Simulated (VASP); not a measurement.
# C (P6_3/mmc) in VASP: further runs

C is run at these levels: r2SCAN; tasks: single point.

Program: VASP 6.6.1. These are calculated values, not measurements. Logs are shortened: lines on timing, memory, paths and dates and some standing lists are left out, and cuts for length are marked.

**1. The cell of the first run**

It takes space group P6_3/mmc (No. 194, hexagonal). The conventional cell has a = 2.419 Å, b = 2.419 Å, c = 7.028 Å, α = 90.00°, β = 90.00°, γ = 120.00°. Within 1.9 Å of C (site symmetry -6m2) lie 3 C at 1.40 Å. Within 1.9 Å of C (site symmetry -6m2) lie 3 C at 1.40 Å.

**2. Single point, r2SCAN (biaxial strain in the a-b plane: -1.5 %, then relaxed in part)**

The input, POSCAR:

```
C
1.0
    2.4189710544      0.0000000000      0.0000000000
   -1.2094855272      2.0948903842      0.0000000000
    0.0000000000      0.0000000000      7.0282339445
C
4
Direct
    0.0000000000      0.0000000000      0.2500000000
    0.0000000000      0.0000000000      0.7500000000
    0.3333333333      0.6666666667      0.2500000000
    0.6666666667      0.3333333333      0.7500000000
```

The input, INCAR.step1:

```
SYSTEM = C
ALGO = Normal
EDIFF = 1E-4
ENCUT = 520
GGA = PE
ISMEAR = 0
LASPH = .TRUE.
LCHARG = .FALSE.
LREAL = .FALSE.
LWAVE = .TRUE.
NBANDS = 16
NELM = 100
PREC = Accurate
SIGMA = 0.1
```

The input, INCAR.step2:

```
SYSTEM = C
ALGO = Normal
EDIFF = 1E-7
ENCUT = 520
ISIF = 2
ISMEAR = 0
ISTART = 1
LASPH = .TRUE.
LCHARG = .TRUE.
LELF = .TRUE.
LMIXTAU = .TRUE.
LREAL = .FALSE.
LVHAR = .TRUE.
LWAVE = .FALSE.
METAGGA = R2SCAN
NBANDS = 16
NELM = 100
PREC = Accurate
SIGMA = 0.1
```

The input, KPOINTS:

```
k-points
0
G
  24 24 8
  0 0 0
```

Potentials or basis: VASP PAW PBE potentials, release 64 (C).

The run is started by

```bash
> cat potpaw_PBE.64/C/POTCAR > POTCAR
> cp INCAR.step1 INCAR
> mpirun -np 1 vasp_std > vasp.out
> cp INCAR.step2 INCAR
> mpirun -np 1 vasp_std > vasp.out
```

OUTCAR:

```text
SYSTEM = C
   EDIFF = 1E-7
   ENCUT = 520
   ISIF = 2
   ISMEAR = 0
   ISTART = 1
   LASPH = .TRUE.
   LREAL = .FALSE.
   METAGGA = R2SCAN
   NELM = 100
   PREC = Accurate

 ion  position               nearest neighbor table
   1  0.000  0.000  0.250-   3 1.40   3 1.40   3 1.40
   2  0.000  0.000  0.750-   4 1.40   4 1.40   4 1.40
   3  0.333  0.667  0.250-   1 1.40   1 1.40   1 1.40
   4  0.667  0.333  0.750-   2 1.40   2 1.40   2 1.40

  LATTYP: Found a hexagonal cell.
 ALAT       =     2.4189710544
 C/A-ratio  =     2.9054642600

  Lattice vectors:

 A1 = (   2.4189710544,   0.0000000000,   0.0000000000)
 A2 = (  -1.2094855272,   2.0948903842,   0.0000000000)
 A3 = (   0.0000000000,   0.0000000000,   7.0282339445)

Analysis of symmetry for initial positions (statically):
=====================================================================
 Subroutine PRICEL returns:
 Original cell was already a primitive cell.

 Routine SETGRP: Setting up the symmetry group for a
 hexagonal supercell.

 Subroutine GETGRP returns: Found 24 space group operations
 (whereof 12 operations were pure point group operations)
 out of a pool of 24 trial point group operations.

The static configuration has the point symmetry D_3d.
 The point group associated with its full space group is D_6h.

Analysis of symmetry for dynamics (positions and initial velocities):
=====================================================================
 Subroutine PRICEL returns:
 Original cell was already a primitive cell.

 Routine SETGRP: Setting up the symmetry group for a
 hexagonal supercell.

 Subroutine GETGRP returns: Found 24 space group operations
 (whereof 12 operations were pure point group operations)
 out of a pool of 24 trial point group operations.

The dynamic configuration has the point symmetry D_3d.
 The point group associated with its full space group is D_6h.

 Subroutine INISYM returns: Found 24 space group operations
 (whereof 12 operations are pure point group operations),
 and found     1 'primitive' translations

----------------------------------------------------------------------------------------

                                     Primitive cell

  volume of cell :      35.6154

  direct lattice vectors                    reciprocal lattice vectors
     2.418971054  0.000000000  0.000000000     0.413398911  0.238675973  0.000000000
    -1.209485527  2.094890384  0.000000000     0.000000000  0.477351945  0.000000000
     0.000000000  0.000000000  7.028233945     0.000000000  0.000000000  0.142283255

  length of vectors
     2.418971054  2.418971054  7.028233945     0.477351945  0.477351945  0.142283255

  position of ions in fractional coordinates (direct lattice)
     0.000000000  0.000000000  0.250000000
     0.000000000  0.000000000  0.750000000
     0.333333333  0.666666667  0.250000000
     0.666666667  0.333333333  0.750000000

  ion indices of the primitive-cell ions
   primitive index   ion index
                 1           1
                 2           2
                 3           3
                 4           4

----------------------------------------------------------------------------------------

 KPOINTS: k-points

Automatic generation of k-mesh.
 Grid dimensions read from file:
 generate k-points for:   24   24    8

 Generating k-lattice:

  Cartesian coordinates                     Fractional coordinates (reciprocal lattice)
     0.017224955  0.009944832  0.000000000     0.041666667  0.000000000  0.000000000
     0.000000000  0.019889664  0.000000000     0.000000000  0.041666667  0.000000000
     0.000000000  0.000000000  0.017785407     0.000000000  0.000000000  0.125000000

  Length of vectors
     0.019889664  0.019889664  0.017785407

  Shift w.r.t. Gamma in fractional coordinates (k-lattice)
     0.000000000  0.000000000  0.000000000

 Subroutine IBZKPT returns following result:
 ===========================================

 Found    305 irreducible k-points:

 Following reciprocal coordinates:
            Coordinates               Weight
  0.000000  0.000000  0.000000      1.000000
  0.041667  0.000000  0.000000      6.000000
  0.083333 -0.000000  0.000000      6.000000
  0.125000  0.000000  0.000000      6.000000
  0.166667  0.000000  0.000000      6.000000
  0.208333  0.000000  0.000000      6.000000
[... 16 lines left out ...]
  0.416667  0.041667  0.000000     12.000000
  0.458333  0.041667  0.000000     12.000000
 [... further k-points ...]
   k-points           NKPTS =    305   k-points in BZ     NKDIM =    305   number of bands    NBANDS=     16
   number of dos      NEDOS =    301   number of ions     NIONS =      4
   total plane-waves  NPLWV =  17496
   dimension x,y,z NGX =    18 NGY =   18 NGZ =   54
   dimension x,y,z NGXF=    36 NGYF=   36 NGZF=  108
   ions per type =               4
   NGX,Y,Z   is equivalent  to a cutoff of  12.37, 12.37, 12.77 a.u.
   NGXF,Y,Z  is equivalent  to a cutoff of  24.74, 24.74, 25.55 a.u.
 SYSTEM =  C
   PREC   = accura    normal or accurate (medium, high low for compatibility)
   ISTART =      1    job   : 0-new  1-cont  2-samecut
   ICHARG =      0    charge: 1-file 2-atom 10-const
   ISPIN  =      1    spin polarized calculation?
   LNONCOLLINEAR =      F non collinear calculations
   LSORBIT =      F    spin-orbit coupling
   LASPH  =      T    aspherical Exc in radial PAW
   ENCUT  =  520.0 eV  38.22 Ry    6.18 a.u.   4.50  4.50 13.07*2*pi/ulx,y,z
   NELM   =    100;   NELMIN=  2; NELMDL=  0     # of ELM steps
   EDIFF  = 0.1E-06   stopping-criterion for ELM
   LREAL  =      F    real-space projection
   EDIFFG = 0.1E-05   stopping-criterion for IOM
   NSW    =      0    number of steps for IOM
   IBRION =     -1    ionic relax: 0-MD 1-quasi-New 2-CG
   NFREE  =      0    steps in history (QN), initial steepest desc. (CG)
   ISIF   =      2    stress and relaxation
   ISYM   =      2    0-nonsym 1-usesym 2-fastsym
   POTIM  = 0.5000    time-step for ionic-motion
   TEBEG  =    0.0;   TEEND  =   0.0 temperature during run
   PSTRESS=    0.0 pullay stress
   NELECT =      16.0000    total number of electrons
   NUPDOWN=      -1.0000    fix difference up-down
   EMIN   =  10.00;   EMAX   =-10.00  energy-range for DOS
   EFERMI =   0.00;   METHOD = LEGACY
   ISMEAR =     0;   SIGMA  =   0.10  broadening in eV -4-tet -1-fermi 0-gaus
   EFERMI_NEDOS =   21; number of points for ismear=-14 and -15
   IALGO  =     38    algorithm
   IMIX   =      4    mixing-type and parameters
     AMIX     =   0.40;   BMIX     =  1.00
     AMIX_MAG =   1.60;   BMIX_MAG =  1.00
  volume/ion in A,a.u.               =       8.90        60.09
  Fermi-wavevector in a.u.,A,eV,Ry     =   1.253821  2.369378 21.389261  1.572066
  Thomas-Fermi vector in A             =   2.387655
   LORBIT       =      0    0 simple, 1 ext, 2 COOP (PROOUT), +10 PAW based schemes
   METAGGA = R2SCAN    functional components
   LHFCALC =     F    Hartree Fock is set to
   AEXX    =    0.0000 exact exchange contribution
   IVDW    =     0    specifies the selected vdW correction
   LEPSILON=     F    determine dielectric tensor
   LRPA    =     F    only Hartree local field effects (RPA)
 non-spin polarized calculation
 Gauss-broadening in eV      SIGMA  =   0.10
  energy-cutoff  :      520.00
  volume of cell :       35.62
 maximum number of plane-waves:       986
 NGX is ok and might be reduce to    18
   NGX =  9   NGY =  9   NGZ = 27

 number of electron      16.0000001 magnetization

 Free energy of the ion-electron system (eV)
  ---------------------------------------------------
  ext. energy  EPLUGINS =         0.00000000
  ---------------------------------------------------
  free energy    TOTEN  =       -39.67834988 eV

  energy without entropy =      -39.67790916  energy(sigma->0) =      -39.67812952

 E-fermi :   4.5600     XC(G=0): -10.9105

 val. band max:        4.5592439951   @ k =   0.3333   0.3333   0.2500
 cond. band min:       4.5651279730   @ k =   0.3333   0.3333   0.5000
 fundamental gap:      0.0058839779
 Fermi energy:         4.5599522159

 k-point     1 :       0.0000    0.0000    0.0000
  band No.  band energies     occupation
      1     -16.7618      2.00000
      2     -16.5621      2.00000
      3      -4.6155      2.00000
      4      -3.0616      2.00000
      5       1.3683      2.00000
      6       1.3683      2.00000
[... 8 lines left out ...]
     15      17.6180      0.00000
     16      17.7725      0.00000

 k-point     2 :       0.0417    0.0000    0.0000
  band No.  band energies     occupation
      1     -16.7169      2.00000
      2     -16.5176      2.00000
      3      -4.5605      2.00000
      4      -3.0090      2.00000
      5       1.1805      2.00000
      6       1.1940      2.00000
[... 8 lines left out ...]
     15      17.4389      0.00000
     16      17.6024      0.00000

 k-point     3 :       0.0833   -0.0000    0.0000
  band No.  band energies     occupation
      1     -16.5817      2.00000
      2     -16.3840      2.00000
      3      -4.3957      2.00000
      4      -2.8513      2.00000
      5       0.6465      2.00000
      6       0.6668      2.00000
[... 8 lines left out ...]
     15      16.9213      0.00000
     16      17.1117      0.00000

 k-point     4 :       0.1250    0.0000    0.0000
  band No.  band energies     occupation
      1     -16.3569      2.00000
      2     -16.1618      2.00000
      3      -4.1220      2.00000
      4      -2.5899      2.00000
      5      -0.1624      2.00000
      6      -0.1329      2.00000
[... 8 lines left out ...]
     15      16.1109      0.00000
     16      16.3550      0.00000
[... 324 lines left out ...]
 k-point    22 :       0.3750    0.0417    0.0000
  band No.  band energies     occupation
      1     -12.7624      2.00000
      2     -12.6089      2.00000
      3      -7.6364      2.00000
      4      -7.5354      2.00000
      5      -2.2819      2.00000
      6      -2.2472      2.00000
[... 8 lines left out ...]
     15      19.2584      0.00000
     16      21.4139      0.00000

 k-point    23 :       0.4167    0.0417    0.0000
  band No.  band energies     occupation
      1     -11.9342      2.00000
      2     -11.7928      2.00000
      3      -8.7238      2.00000
      4      -8.6158      2.00000
      5      -2.4610      2.00000
      6      -2.4258      2.00000
[... 8 lines left out ...]
     15      18.6476      0.00000
     16      20.7733      0.00000

 k-point    24 :       0.4583    0.0417    0.0000
  band No.  band energies     occupation
      1     -11.1292      2.00000
      2     -11.0197      2.00000
      3      -9.6371      2.00000
      4      -9.5452      2.00000
      5      -2.5514      2.00000
      6      -2.5159      2.00000
[... 8 lines left out ...]
     15      19.1586      0.00000
     16      20.2582      0.00000

 [... further k-points ...]
[... 5 lines left out ...]
  --------------------------------------------------------------------------------------
  -------------------------------------------------------------------------------------
  Total        4.6456050      4.6456050     -0.0277321      0.0000000     -0.0000000      0.0000000
  in kB      208.9847889    208.9847889     -1.2475417      0.0000000     -0.0000000      0.0000000
  external PRESSURE =     138.9073454 kB  Pullay stress =       0.0000000 kB

 VOLUME and BASIS-vectors are now :
 -----------------------------------------------------------------------------
  energy-cutoff  :      520.00
  volume of cell :       35.62
      direct lattice vectors                 reciprocal lattice vectors
     2.418971054  0.000000000  0.000000000     0.413398911  0.238675973  0.000000000
    -1.209485527  2.094890384  0.000000000     0.000000000  0.477351945  0.000000000
     0.000000000  0.000000000  7.028233945     0.000000000  0.000000000  0.142283255

 POSITION                                       TOTAL-FORCE (eV/Angst)
 -----------------------------------------------------------------------------------
      0.00000      0.00000      1.75706        -0.000000     -0.000000     -0.000000
      0.00000      0.00000      5.27118        -0.000000      0.000000     -0.000000
     -0.00000      1.39659      1.75706        -0.000000      0.000000     -0.000000
      1.20949      0.69830      5.27118         0.000000     -0.000000      0.000000
 -----------------------------------------------------------------------------------
    total drift:                                0.000000     -0.000000      0.000000

  FREE ENERGIE OF THE ION-ELECTRON SYSTEM (eV)
  ---------------------------------------------------
  free  energy   TOTEN  =       -39.6783498825 eV

  energy  without entropy=      -39.6779091565  energy(sigma->0) =      -39.67812952
```

It took 3.8 min on 1 thread of Intel Xeon 6975P-C (Granite Rapids), shared host; peak memory 0.24 GiB.

What came out:

* Free energy: -39.6783 eV
* Pressure: 13.9 GPa
* Band gap on the k mesh: zero (band 8 reaches 4.57 eV, above the bottom of band 9 at 4.55 eV)

Stress tensor (GPa, compression positive):
```
20.90  0.00  0.00
 0.00 20.90  0.00
 0.00  0.00 -0.12
```

Levels at points of the mesh, in eV from the Fermi level:
| k point | band 6 | band 7 | band 8 | band 9 | band 10 | band 11 |
| --- | --- | --- | --- | --- | --- | --- |
| (0.00, 0.00, 0.00) | -3.19 | -3.18 | -3.18 | 3.85 | 9.03 | 9.03 |
| (0.50, 0.00, 0.00) | -6.94 | -2.93 | -2.39 | 1.62 | 2.24 | 8.11 |
| (0.00, 0.00, 0.50) | -3.19 | -3.19 | -3.19 | 6.26 | 6.26 | 9.04 |
| (0.50, 0.00, 0.50) | -6.96 | -2.62 | -2.62 | 1.79 | 1.79 | 8.25 |

Caveat: the cell differs from its parent crystal (biaxial strain in the a-b plane: -1.5 %, then relaxed in part); the PAW data sets were made with another functional, which shifts forces and pressure a little.

**3. Single point, r2SCAN (biaxial strain in the a-b plane: -1.5 %)**

POSCAR: that of step 2 with these lines changed.

```diff
@@ -4,3 +4,3 @@
    -1.2094855272      2.0948903842      0.0000000000
-    0.0000000000      0.0000000000      7.0282339445
+    0.0000000000      0.0000000000      7.0997547516
 C
```

The input, INCAR.step1:

```
  ALGO = Normal
  EDIFF = 1E-4
  ENCUT = 520
  GGA = PE
  ISMEAR = 0
  LASPH = T
  LCHARG = F
  LREAL = F
  LWAVE = T
  NBANDS = 16
  NELM = 100
  PREC = Accurate
  SIGMA = 0.1
```

The input, INCAR.step2:

```
  ALGO = Normal
  EDIFF = 1E-6
  ENCUT = 520
  ISIF = 2
  ISMEAR = 0
  ISTART = 1
  LASPH = T
  LCHARG = F
  LMIXTAU = T
  LREAL = F
  LWAVE = F
  METAGGA = R2SCAN
  NBANDS = 16
  NELM = 100
  PREC = Accurate
  SIGMA = 0.1
```

The input, KPOINTS:

```
k-points
0
Gamma
  24 24 8
```

Potentials or basis: VASP PAW PBE potentials, release 64 (C).

The run is started by

```bash
> cat potpaw_PBE.64/C/POTCAR > POTCAR
> cp INCAR.step1 INCAR
> mpirun -np 1 vasp_std > vasp.out
> cp INCAR.step2 INCAR
> mpirun -np 1 vasp_std > vasp.out
```

It took 4.2 min on 1 thread of Intel Xeon 6975P-C (Granite Rapids), shared host; peak memory 0.23 GiB.

It converged, with:

| Item | Value |
| --- | --- |
| Free energy | -39.6781 eV |
| Pressure | 13.7 GPa |
| Band gap on the k mesh | zero (band 8 reaches 4.48 eV, above the bottom of band 9 at 4.47 eV) |

Stress tensor (GPa, compression positive):
```
20.71  0.00  0.00
 0.00 20.71  0.00
 0.00  0.00 -0.33
```

Levels at points of the mesh, in eV from the Fermi level:
```tsv
k point	band 5	band 6	band 7	band 8	band 9	band 10	band 11	band 12
(0.00, 0.00, 0.00)	-3.19	-3.19	-3.18	-3.18	3.78	9.02	9.02	9.06
(0.50, 0.00, 0.00)	-6.97	-6.94	-2.91	-2.40	1.62	2.21	8.12	8.39
(0.00, 0.00, 0.50)	-3.19	-3.19	-3.19	-3.19	6.11	6.11	9.04	9.04
(0.50, 0.00, 0.50)	-6.96	-6.96	-2.62	-2.62	1.79	1.79	8.25	8.25
```

Caveat: the cell differs from its parent crystal (biaxial strain in the a-b plane: -1.5 %); the PAW data sets were made with another functional, which shifts forces and pressure a little.

(Part 1 of 2 ends here.)
